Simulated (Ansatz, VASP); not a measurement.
## Two plane-wave programs on WS

```
W S
1.0
     3.00789    0.00000    0.00000
     0.00000    3.00789    0.00000
     0.00000    0.00000    3.00789
W S
1 1
Direct
  0.50000 0.50000 0.50000
  0.00000 0.00000 0.00000
```

Alike in both runs: functional revPBE; k mesh 5 × 5 × 5; occupations fermi-dirac, width 0.05 eV; no spin polarisation.

|  | VASP | Ansatz |
| --- | --- | --- |
| version | VASP 6.6.1 | Ansatz 0.2.0 |
| potentials or method | VASP PAW PBE potentials, release 64 (W_sv, S) | Ansatz PAW |
| plane-wave cutoff (eV) | 520 | 420 |
| valence electrons in the cell | 20 | 20 |
| task | single point | projected density of states |

|  | VASP | Ansatz | Ansatz less VASP |
| --- | --- | --- | --- |
| gap on the k mesh at the Fermi level (eV) | none | none | - |
| pressure (GPa) | 2.7 | 2.5 | -0.18 |

VASP's potentials were made for PBE, not for revPBE. A gap of «none» marks a metal or a gap that the smearing closes.

The k mesh is coarse, so the values compare programs but aren't converged. Spin-orbit coupling is off throughout.
